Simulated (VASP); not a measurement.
Set up this calculation in VASP 6.6.1, as the native input.

| Property | Result |
| --- | --- |
| Task | single point |
| Functional | PBE |
| Potentials or basis | VASP PAW PBE potentials, release 64 (Mg, O) |
| Cutoff | 520 eV |
| k mesh | 4 × 4 × 4 |
| Occupations | fermi-dirac, width 0.05 eV |
| Spin | no spin polarisation |
| Dipole correction | no |
| Further INCAR settings | ALGO = Normal; EDIFF = 1e-07; NBANDS = 11 |

The structure of MgO (rock salt type) lies in POSCAR:

```
MgO
1.0
    0.0000000000      2.1250000000      2.1250000000
    2.1250000000      0.0000000000      2.1250000000
    2.1250000000      2.1250000000      0.0000000000
Mg O
1 1
Direct
    0.0081508273      0.0081508273      0.0081508273
    0.5000000000      0.5000000000      0.5000000000
```

One way to write it, as run:

INCAR

```
PREC     = Accurate       # precision mode
ENCUT    = 520            # plane-wave cutoff, eV
EDIFF    = 1E-7           # SCF threshold, eV
ISMEAR   = -1             # smearing method
SIGMA    = 0.05           # smearing width, eV
LREAL    = False          # projectors in reciprocal space
LASPH    = True           # aspherical terms in the spheres
NELM     = 80             # most SCF steps
ALGO     = Normal         # electronic algorithm
ISIF     = 2              # what is computed and relaxed
LWAVE    = False          # write WAVECAR
LCHARG   = False          # write CHGCAR
GGA      = PE             # functional
NBANDS   = 11             # bands
```

KPOINTS

```
Automatic mesh
0
Gamma
  4 4 4
```

Potentials or basis: VASP PAW PBE potentials, release 64 (Mg, O).

Launch:

```sh
$ cat potpaw_PBE.64/Mg/POTCAR potpaw_PBE.64/O/POTCAR > POTCAR
$ mpirun -np 1 vasp_std > vasp.out
```

Results of the run:

```
Pressure               : 0.0 GPa
Largest force          : 0.290 eV/Å
Band gap on the k mesh : 4.46 eV, direct
```

Caveat: the k points lie up to 0.64 Å⁻¹ apart.

It took 7.7 s on 1 thread of AMD EPYC 9R45 (shared host), peak memory 0.11 GiB.
